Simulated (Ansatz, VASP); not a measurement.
## Se in VASP and in Ansatz

```
Se
1.0
     5.64287    3.25791    1.46642
    -5.64287    3.25791    1.46642
     0.00000   -6.51583    1.46642
Se
6
Direct
  0.28066 0.16251 0.91818
  0.91818 0.28066 0.16251
  0.16251 0.91818 0.28066
  0.71934 0.83749 0.08182
  0.08182 0.71934 0.83749
  0.83749 0.08182 0.71934
```

Change from the starting cell: volume scaled by 0.98.

Alike in both runs: task single point; functional PBEsol; k mesh 6 × 6 × 6; occupations fermi-dirac, width 0.01 eV; no spin polarisation.

```csv
,VASP,Ansatz
version,VASP 6.6.1,Ansatz 0.2.0
potentials or method,"VASP PAW PBE potentials, release 64 (Se), cutoff 520 eV","all-electron LAPW, scalar-relativistic"
```

```csv
,VASP,Ansatz,Ansatz less VASP
gap on the k mesh at the Fermi level (eV),1.16,1.17,+0.012
pressure (GPa),1.5,1.2,-0.22
"traceless stress, the component that is largest in VASP (GPa)",-0.37,-0.29,+0.084
rms of the force components (eV/Å),0.362,0.327,-0.0348
```

VASP's potentials were made for PBE, not for PBEsol. Atom by atom the forces differ by 0.035 eV/Å (rms over components). Ansatz ran all-electron here, and VASP with PAW potentials.
